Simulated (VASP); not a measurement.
A run of VASP 6.6.1 is set up as follows.

Contents of INCAR:

```
SYSTEM = Re
ALGO     = Normal         ! electronic algorithm
EDIFF    = 1E-7           ! SCF threshold, eV
EDIFFG   = -0.01          ! ionic threshold
ENCUT    = 600            ! plane-wave cutoff, eV
GGA      = PS             ! functional
IBRION   = 2              ! ionic algorithm
ISIF     = 3              ! what is computed and relaxed
ISMEAR   = -1             ! smearing method
LASPH    = .True.         ! aspherical terms in the spheres
LCHARG   = .False.        ! write CHGCAR
LREAL    = .False.        ! projectors in reciprocal space
LWAVE    = .False.        ! write WAVECAR
NELM     = 100            ! most SCF steps
NSW      = 60             ! ionic steps
PREC     = Accurate       ! precision mode
SIGMA    = 0.05           ! smearing width, eV
```

The input KPOINTS:

```
k-points
0
Gamma
  11 11 6
  0 0 0
```

File POSCAR:

```
Re
1.0
    2.7608000000      0.0000000000      0.0000000000
   -1.3804000000      2.3909229348      0.0000000000
    0.0000000000      0.0000000000      4.4582000000
Re
2
Direct
    0.6666666667      0.3333333333      0.7500000000
    0.3333333333      0.6666666667      0.2500000000
```

Potentials or basis: VASP PAW PBE potentials, release 64 (Re).

The run is started by

```console
$ cat potpaw_PBE.64/Re/POTCAR > POTCAR
$ mpirun -np 1 vasp_std > vasp.out
```

(1) What does it give for the band gap on the k mesh?

(2) Estimate the space group after relaxing (to 0.1 Å).

(3) Predict the relaxed volume.

(4) Estimate the relaxed cell.

Answers

(1) zero (bands 7 and 8 overlap by 3.12 eV).

(2) P6_3/mmc (No. 194).

(3) 14.56 Å³/atom.

(4) a = 2.751 Å, b = 2.751 Å, c = 4.443 Å, α = 90.00°, β = 90.00°, γ = 120.00°.

Caveat: the PAW data sets were made with another functional, which shifts forces and pressure a little; spin-orbit coupling is left out, which moves the levels of the heavy elements.
